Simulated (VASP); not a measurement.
A run of VASP 6.6.1 is set up as follows.

The input INCAR:

```
ALGO     = Fast           # electronic algorithm
EDIFF    = 1E-7           # SCF threshold, eV
ENCUT    = 520            # plane-wave cutoff, eV
GGA      = PE             # functional
ISIF     = 2              # what is computed and relaxed
ISMEAR   = 0              # smearing method
LASPH    = T              # aspherical terms in the spheres
LCHARG   = T              # write CHGCAR
LELF     = T              # ELF
LREAL    = F              # projectors in reciprocal space
LVHAR    = T            
LWAVE    = F              # write WAVECAR
NBANDS   = 36             # bands
NELM     = 60             # most SCF steps
PREC     = Accurate       # precision mode
SIGMA    = 0.1            # smearing width, eV
```

KPOINTS

```
k-points
0
Gamma
  6 6 8
```

The input POSCAR:

```
Sc4Ta
1.0
    6.1030246691      0.0000000000      0.0000000000
   -3.0515123345      5.2853744033      0.0000000000
    0.0000000000      0.0000000000      4.7057435676
Sc Ta
4 1
Direct
    0.5000000000      0.0000000000      0.0000000000
    0.0000000000      0.5000000000      0.0000000000
    0.5000000000      0.5000000000      0.0000000000
    0.0000000000      0.0000000000      0.0000000000
    0.0000000000      0.0000000000      0.5000000000
```

Potentials or basis: VASP PAW PBE potentials, release 64 (Sc_sv, Ta_pv).

Run with:

```sh
$ cat potpaw_PBE.64/Sc_sv/POTCAR potpaw_PBE.64/Ta_pv/POTCAR > POTCAR
$ mpirun -np 1 vasp_std > vasp.out
```

Estimate the pressure.

0.1 GPa.

Estimate the band gap on the k mesh.

zero (an odd number of electrons rules out a gap without spin polarisation).

Stress tensor (GPa, compression positive):
```
0.03 0.00 0.00
0.00 0.03 0.00
0.00 0.00 0.28
```

Caveat: spin-orbit coupling is left out, which moves the levels of the heavy elements.
